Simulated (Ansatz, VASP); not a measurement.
## PbO: VASP beside Ansatz

Contents of INCAR:

```
ALGO = Normal ; EDIFF = 1E-6
ENCUT = 520 ; GGA = PE
ISIF = 2 ; ISMEAR = 0
LASPH = True ; LCHARG = False
LREAL = False ; LWAVE = False
NBANDS = 17 ; NELM = 60
PREC = Accurate ; SIGMA = 0.05
```

The input KPOINTS:

```
k-points
0
Gamma
  12 12 10
```

Contents of POSCAR:

```
PbO
1.0
    3.5678723414      0.0356787234      0.0000000000
   -1.7530374898      3.0720287234      0.0000000000
    0.0000000000      0.0000000000      3.2951134840
Pb O
1 1
Direct
    0.0000000000      0.0000000000      0.0000000000
    0.6666666667      0.3333333333      0.5000000000
```

Input for Ansatz:

```yaml
crystal:
  lattice:
    - [3.5678723414, 0.0356787234, 0.0]
    - [-1.7530374898, 3.0720287234, 0.0]
    - [0.0, 0.0, 3.295113484]
  atoms:
    - { symbol: Pb, position: [0.0, 0.0, 0.0] }
    - { symbol: O, position: [0.6666666667, 0.3333333333, 0.5] }
basis:
  ecutwfc: 420
  ecutrho_ratio: 4
kpoints:
  mp_grid: { grid: [12, 12, 10] }
hamiltonian:
  xc: pbe
scf:
  occupations: { method: gaussian, width: 0.05 }
output:
  forces: true
  stress: true
  eigenvalues: true
```

Change from the starting cell: strain e6 = +0.02, atoms carried along.

Alike in both runs: task single point; functional PBE; k mesh 12 × 12 × 10; occupations gaussian, width 0.05 eV; no spin polarisation.

```csv
,VASP,Ansatz
version,VASP 6.6.1,Ansatz 0.2.0
potentials or method,"VASP PAW PBE potentials, release 64 (Pb_d, O), cutoff 520 eV","scalar-relativistic, plane waves, PAW"
valence electrons in the cell,20,20
```

|  | VASP | Ansatz | Ansatz less VASP |
| --- | --- | --- | --- |
| gap on the k mesh at the Fermi level (eV) | none | none | - |
| pressure (GPa) | -0.1 | 0.0 | +0.15 |
| traceless stress, the component that is largest in VASP (GPa) | -0.19 | -0.18 | +0.004 |
| rms of the force components (eV/Å) | 0.017 | 0.018 | +0.0005 |

Atom by atom the forces differ by 0.001 eV/Å (rms over components). A gap of «none» marks a metal or a gap that the smearing closes. With one functional, cell and mesh, what is left measures potentials, basis and numerics.

Neither program's run includes spin-orbit coupling.
